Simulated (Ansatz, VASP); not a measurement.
VH in VASP and in Ansatz

POSCAR

```
VH
1.0
    3.5913910000      0.0000000000      0.0000000000
    0.0000000000      3.5913910000      0.0000000000
    0.0000000000      0.0000000000      3.0736180000
H V
2 2
Direct
    0.5000000000      0.5000000000      0.0000000000
    0.0000000000      0.0000000000      0.0000000000
    0.0000000000      0.5000000000      0.5000000000
    0.5000000000      0.0000000000      0.5000000000
```

Contents of INCAR.step1:

```
PREC = Accurate ; ENCUT = 520
ISMEAR = -1 ; SIGMA = 0.1
LREAL = F ; LASPH = T
NELM = 60 ; NBANDS = 22
GGA = PE ; ALGO = Normal
EDIFF = 1E-4 ; LWAVE = T
LCHARG = F
```

File INCAR.step2:

```
PREC = Accurate ; ENCUT = 520
EDIFF = 1E-7 ; ISMEAR = -1
SIGMA = 0.1 ; LREAL = F
LASPH = T ; NELM = 60
ALGO = Normal ; ISIF = 2
LWAVE = F ; LCHARG = F
METAGGA = R2SCAN ; LMIXTAU = T
NBANDS = 22 ; ISTART = 1
```

Contents of KPOINTS:

```
Automatic mesh
0
Gamma
  6 6 7
```

Input for Ansatz:

```yaml
crystal:
  lattice:
    - [3.591391, 0.0, 0.0]
    - [0.0, 3.591391, 0.0]
    - [0.0, 0.0, 3.073618]
  atoms:
    - { symbol: H, position: [0.5, 0.5, 0.0] }
    - { symbol: V, position: [0.0, 0.5, 0.5] }
    - { symbol: V, position: [0.5, 0.0, 0.5] }
    - { symbol: H, position: [0.0, 0.0, 0.0] }
kpoints:
  mp_grid: { grid: [6, 6, 7], shift: [0, 0, 0] }
magnetization:
  spin_polarized: false
scf:
  occupations: { method: fermi_dirac }
  lower_state_search: "off"
  max_iter: 200
hamiltonian:
  pseudopotentials: { kind: paw }
  xc: r2scan
basis:
  ecutwfc: 500
  fft_grid_basis: typed
output:
  forces: true
  stress: true
  eigenvalues: true
  bader: true
  populations: true
  elf: true
  write_potential: true
  volumetric_format: npy
  dos:
    e_range: [-12, 8]
    de: 0.05
    projected: { site_lists: { H: [H], V: [V] } }
checkpoint:
  read: saved_state
```

Alike in both runs: task single point; functional r2SCAN; k mesh 6 × 6 × 7; no spin polarisation.

|  | VASP | Ansatz |
| --- | --- | --- |
| version | VASP 6.6.1 | Ansatz 0.2.0 |
| potentials or method | VASP PAW PBE potentials, release 64 (H, V_sv), cutoff 520 eV | PAW plane waves |
| occupations | fermi-dirac, width 0.1 eV | fermi-dirac |
| valence electrons in the cell | 28 | 28 |

VASP gave:

| Quantity | Value |
| --- | --- |
| pressure (GPa) | -22.1 |

Q: Which values does Ansatz return?

A: Pressure (GPa): -22.3.

VASP's potentials were made for PBE, not for r2SCAN.
